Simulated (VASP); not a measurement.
# NbSi (Pm-3m) in VASP: notebook, part 2 of 2

VASP 6.6.1.

## (3) Single point, r2SCAN+U

This run uses another cell than the first one, of 15.96 Å³/atom, 1.011 times its volume.

POSCAR

```
NbSi
1.0
    3.1721596627      0.0000000000      0.0000000000
    0.0000000000      3.1721596627      0.0000000000
    0.0000000000      0.0000000000      3.1721596627
Nb Si
1 1
Direct
    0.0000000000      0.0000000000      0.0000000000
    0.5000000000      0.5000000000      0.5000000000
```

INCAR.step1

```
PREC     = Accurate       # precision mode
ENCUT    = 520            # plane-wave cutoff, eV
ISMEAR   = -1             # smearing method
SIGMA    = 0.05           # smearing width, eV
LREAL    = F              # projectors in reciprocal space
LASPH    = T              # aspherical terms in the spheres
NELM     = 150            # most SCF steps
LMAXMIX  = 4              # l up to which the mixer works
LDAU     = T              # DFT+U
LDAUTYPE = 2            
LDAUL    = 2 -1           # shell
LDAUU    = 5 0            # U, eV
LDAUJ    = 0 0          
NBANDS   = 16             # bands
GGA      = PE             # functional
ALGO     = Normal         # electronic algorithm
EDIFF    = 1E-4           # SCF threshold, eV
LWAVE    = T              # write WAVECAR
LCHARG   = F              # write CHGCAR
```

INCAR.step2

```
PREC     = Accurate       # precision mode
ENCUT    = 520            # plane-wave cutoff, eV
EDIFF    = 1E-6           # SCF threshold, eV
ISMEAR   = -1             # smearing method
SIGMA    = 0.05           # smearing width, eV
LREAL    = F              # projectors in reciprocal space
LASPH    = T              # aspherical terms in the spheres
NELM     = 150            # most SCF steps
ALGO     = Normal         # electronic algorithm
ISIF     = 2              # what is computed and relaxed
LWAVE    = F              # write WAVECAR
LCHARG   = F              # write CHGCAR
LMAXMIX  = 4              # l up to which the mixer works
LDAU     = T              # DFT+U
LDAUTYPE = 2            
LDAUL    = 2 -1           # shell
LDAUU    = 5 0            # U, eV
LDAUJ    = 0 0          
LDAUPRINT= 1            
METAGGA  = R2SCAN         # meta-GGA
LMIXTAU  = T            
NBANDS   = 16             # bands
ISTART   = 1
```

KPOINTS

```
Automatic mesh
0
Gamma
  8 8 8
```

Potentials or basis: VASP PAW PBE potentials, release 64 (Nb_sv, Si).

The run is started by

```console
$ cat potpaw_PBE.64/Nb_sv/POTCAR potpaw_PBE.64/Si/POTCAR > POTCAR
$ cp INCAR.step1 INCAR
$ mpirun -np 1 vasp_std > vasp.out
$ cp INCAR.step2 INCAR
$ mpirun -np 1 vasp_std > vasp.out
```

Wall time 2 min (1 thread of AMD EPYC 7R13, shared host); peak memory 0.12 GiB.

Results (log left out):

```
Free energy : -29.4789 eV
Pressure    : 3.4 GPa
```

Levels at points of the mesh, in eV from the Fermi level:
```tsv
k point	band 6	band 7	band 8	band 9	band 10	band 11
(0.00, 0.00, 0.00)	-2.95	-2.95	2.21	2.21	2.21	2.81
(0.50, 0.00, 0.00)	-7.08	-1.70	-0.93	-0.93	3.33	4.28
(0.50, 0.50, 0.00)	-3.59	-3.59	-2.60	0.68	0.68	4.29
(0.50, 0.50, 0.50)	-5.39	-5.39	-4.21	3.32	3.32	3.32
```

Eigenvalues of the final occupation matrices:
```csv
site,spin,trace,eigenvalues
site 1 d,1,1.06,0.18 0.18 0.18 0.27 0.27
site 1 d,2,1.06,0.18 0.18 0.18 0.27 0.27
```

Caveat: the PAW data sets were made with another functional, which shifts forces and pressure a little; U without spin polarisation on a metal has little footing; the U is typed as a test and isn't derived for this compound.

## (4) Single point, r2SCAN+U

This run uses another cell than the first one, of 16.14 Å³/atom, 1.023 times its volume.

POSCAR

```
NbSi
1.0
    3.1839917790      0.0000000000      0.0000000000
    0.0000000000      3.1839917790      0.0000000000
    0.0000000000      0.0000000000      3.1839917790
Nb Si
1 1
Direct
    0.0000000000      0.0000000000      0.0000000000
    0.5000000000      0.5000000000      0.5000000000
```

INCAR.step1

```
SYSTEM = NbSi
PREC     = Accurate       ! precision mode
ENCUT    = 520            ! plane-wave cutoff, eV
ISMEAR   = -1             ! smearing method
SIGMA    = 0.05           ! smearing width, eV
LREAL    = .FALSE.        ! projectors in reciprocal space
LASPH    = .TRUE.         ! aspherical terms in the spheres
NELM     = 150            ! most SCF steps
LMAXMIX  = 4              ! l up to which the mixer works
LDAU     = .TRUE.         ! DFT+U
LDAUTYPE = 2            
LDAUL    = 2 -1           ! shell
LDAUU    = 6 0            ! U, eV
LDAUJ    = 0 0          
NBANDS   = 16             ! bands
GGA      = PE             ! functional
ALGO     = Normal         ! electronic algorithm
EDIFF    = 1E-4           ! SCF threshold, eV
LWAVE    = .TRUE.         ! write WAVECAR
LCHARG   = .FALSE.        ! write CHGCAR
```

INCAR.step2

```
SYSTEM = NbSi
PREC     = Accurate       ! precision mode
ENCUT    = 520            ! plane-wave cutoff, eV
EDIFF    = 1E-7           ! SCF threshold, eV
ISMEAR   = -1             ! smearing method
SIGMA    = 0.05           ! smearing width, eV
LREAL    = .FALSE.        ! projectors in reciprocal space
LASPH    = .TRUE.         ! aspherical terms in the spheres
NELM     = 150            ! most SCF steps
ALGO     = Normal         ! electronic algorithm
ISIF     = 2              ! what is computed and relaxed
LWAVE    = .FALSE.        ! write WAVECAR
LCHARG   = .TRUE.         ! write CHGCAR
LMAXMIX  = 4              ! l up to which the mixer works
LDAU     = .TRUE.         ! DFT+U
LDAUTYPE = 2            
LDAUL    = 2 -1           ! shell
LDAUU    = 6 0            ! U, eV
LDAUJ    = 0 0          
LDAUPRINT= 1            
METAGGA  = R2SCAN         ! meta-GGA
LMIXTAU  = .TRUE.       
LELF     = .TRUE.         ! ELF
LVHAR    = .TRUE.       
NBANDS   = 16             ! bands
ISTART   = 1
```

KPOINTS

```
regular mesh
0
G
  8 8 8
  0 0 0
```

The run is started by

```console
$ cat potpaw_PBE.64/Nb_sv/POTCAR potpaw_PBE.64/Si/POTCAR > POTCAR
$ cp INCAR.step1 INCAR
$ mpirun -np 1 vasp_std > vasp.out
$ cp INCAR.step2 INCAR
$ mpirun -np 1 vasp_std > vasp.out
```

Run time: 2.1 min. Hardware: 1 thread of AMD EPYC 7R13, shared host; peak memory 0.12 GiB.

Results (log left out):

```
Free energy : -28.6736 eV
Pressure    : 3.1 GPa
```

Levels at points of the mesh, in eV from the Fermi level:
```tsv
k point	band 4	band 5	band 6	band 7	band 8	band 9	band 10	band 11	band 12	band 13
(0.00, 0.00, 0.00)	-33.10	-12.04	-2.93	-2.93	2.12	2.12	2.12	2.88	2.88	2.88
(0.50, 0.00, 0.00)	-33.07	-8.81	-7.11	-1.69	-0.88	-0.88	3.40	4.21	5.20	8.93
(0.50, 0.50, 0.00)	-33.03	-8.43	-3.64	-3.64	-2.63	0.76	0.76	4.23	4.60	5.05
(0.50, 0.50, 0.50)	-33.39	-5.32	-5.32	-5.32	-4.26	3.17	3.17	3.17	4.38	4.38
```

Eigenvalues of the final occupation matrices:
| site | spin | trace | eigenvalues |
| --- | --- | --- | --- |
| site 1 d | 1 | 1.02 | 0.17 0.17 0.17 0.26 0.26 |
| site 1 d | 2 | 1.02 | 0.17 0.17 0.17 0.26 0.26 |

Caveat: the PAW data sets were made with another functional, which shifts forces and pressure a little; U without spin polarisation on a metal has little footing; the U is typed as a test and isn't derived for this compound.

## (5) Single point, r2SCAN+U

This run uses another cell than the first one, of 17.03 Å³/atom, 1.079 times its volume.

POSCAR

```
NbSi
1.0
    3.2413547867      0.0000000000      0.0000000000
    0.0000000000      3.2413547867      0.0000000000
    0.0000000000      0.0000000000      3.2413547867
Nb Si
1 1
Direct
    0.0000000000      0.0000000000      0.0000000000
    0.5000000000      0.5000000000      0.5000000000
```

INCAR.step1

```
SYSTEM = NbSi
  PREC = Accurate
  ENCUT = 520
  ISMEAR = -1
  SIGMA = 0.05
  LREAL = .FALSE.
  LASPH = .TRUE.
  NELM = 150
  LMAXMIX = 4
  LDAU = .TRUE.
  LDAUTYPE = 2
  LDAUL = 2 -1
  LDAUU = 8 0
  LDAUJ = 0 0
  NBANDS = 16
  GGA = PE
  ALGO = Normal
  EDIFF = 1E-4
  LWAVE = .TRUE.
  LCHARG = .FALSE.
```

INCAR.step2

```
SYSTEM = NbSi
  PREC = Accurate
  ENCUT = 520
  EDIFF = 1E-7
  ISMEAR = -1
  SIGMA = 0.05
  LREAL = .FALSE.
  LASPH = .TRUE.
  NELM = 150
  ALGO = Normal
  ISIF = 2
  LWAVE = .FALSE.
  LCHARG = .FALSE.
  LMAXMIX = 4
  LDAU = .TRUE.
  LDAUTYPE = 2
  LDAUL = 2 -1
  LDAUU = 8 0
  LDAUJ = 0 0
  LDAUPRINT = 1
  METAGGA = R2SCAN
  LMIXTAU = .TRUE.
  NBANDS = 16
  ISTART = 1
```

KPOINTS is that of step 4.

The run is started by

```console
$ cat potpaw_PBE.64/Nb_sv/POTCAR potpaw_PBE.64/Si/POTCAR > POTCAR
$ cp INCAR.step1 INCAR
$ mpirun -np 1 vasp_std > vasp.out
$ cp INCAR.step2 INCAR
$ mpirun -np 1 vasp_std > vasp.out
```

Wall time 2.1 min (1 thread of AMD EPYC 7R13, shared host); peak memory 0.12 GiB.

It converged, with:

```
Free energy : -27.1378 eV
Pressure    : -2.7 GPa
```

Levels at points of the mesh, in eV from the Fermi level:
```
           k point  band 6  band 7  band 8  band 9  band 10  band 11
(0.00, 0.00, 0.00)   -2.79   -2.79    1.86    1.86     1.86     2.98
(0.50, 0.00, 0.00)   -7.01   -1.64   -0.72   -0.72     3.47     3.87
(0.50, 0.50, 0.00)   -3.70   -3.70   -2.65    0.94     0.94     3.91
(0.50, 0.50, 0.50)   -5.02   -5.02   -4.45    2.77     2.77     2.77
```

Eigenvalues of the final occupation matrices:
| site | spin | trace | eigenvalues |
| --- | --- | --- | --- |
| site 1 d | 1 | 0.93 | 0.14 0.14 0.14 0.25 0.25 |
| site 1 d | 2 | 0.93 | 0.14 0.14 0.14 0.25 0.25 |

Caveat: the PAW data sets were made with another functional, which shifts forces and pressure a little; U without spin polarisation on a metal has little footing; the U is typed as a test and isn't derived for this compound.

## (6) Summary

| U | cell | gap on the mesh (eV) | pressure (GPa) |
| --- | --- | --- | --- |
| Nb d U = 4.0 eV | a = 3.160 Å, 2 atoms | none | 3.7 |
| Nb d U = 5.0 eV | a = 3.172 Å, 2 atoms | none | 3.4 |
| Nb d U = 6.0 eV | a = 3.184 Å, 2 atoms | none | 3.1 |
| Nb d U = 8.0 eV | a = 3.241 Å, 2 atoms | none | -2.7 |

Alike in all rows: task single point; level r2SCAN+U; potentials or basis VASP PAW PBE potentials, release 64 (Nb_sv, Si); no spin polarisation; k mesh 8 × 8 × 8; cutoff (eV) 520; smearing fermi-dirac 0.05 eV.

Caveats: the PAW data sets were made with another functional, which shifts forces and pressure a little; U without spin polarisation on a metal has little footing; the U is typed as a test and isn't derived for this compound.

Absolute energies hang on the potentials; compare differences alone.
